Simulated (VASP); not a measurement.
The system is AlN.

```
Al N
1.0
     0.00000    2.18488    2.06340
     2.18488    0.00000    2.06340
     2.18488    2.18488    0.00000
Al N
1 1
Direct
  0.00000 0.00000 0.00000
  0.75000 0.75000 0.75000
```

This cell differs from its parent crystal: uniaxial z strain -5.6%.

Base run:

```yaml
Program: VASP 6.6.1
Functional: PBE
Potentials_or_basis: VASP PAW PBE potentials, release 64 (Al, N)
Cutoff: 520 eV
k_mesh: 10 × 10 × 10
Occupations: fermi-dirac, width 0.02 eV
Spin: no spin polarisation
```

Its results: band gap on the k mesh 3.04 eV, indirect (least direct gap 4.54 eV); pressure 17.5 GPa.

Q: The run is repeated on the same cell with these changes: functional from PBE to r2SCAN; occupations from fermi-dirac, width 0.02 eV to gaussian, width 0.01 eV. What comes out?

A: Band gap on the k mesh 3.67 eV, indirect (least direct gap 5.26 eV); pressure 12.8 GPa.

Caveats: the PAW data sets were made with another functional, which shifts forces and pressure a little (some runs).

A k mesh can miss the band edges.
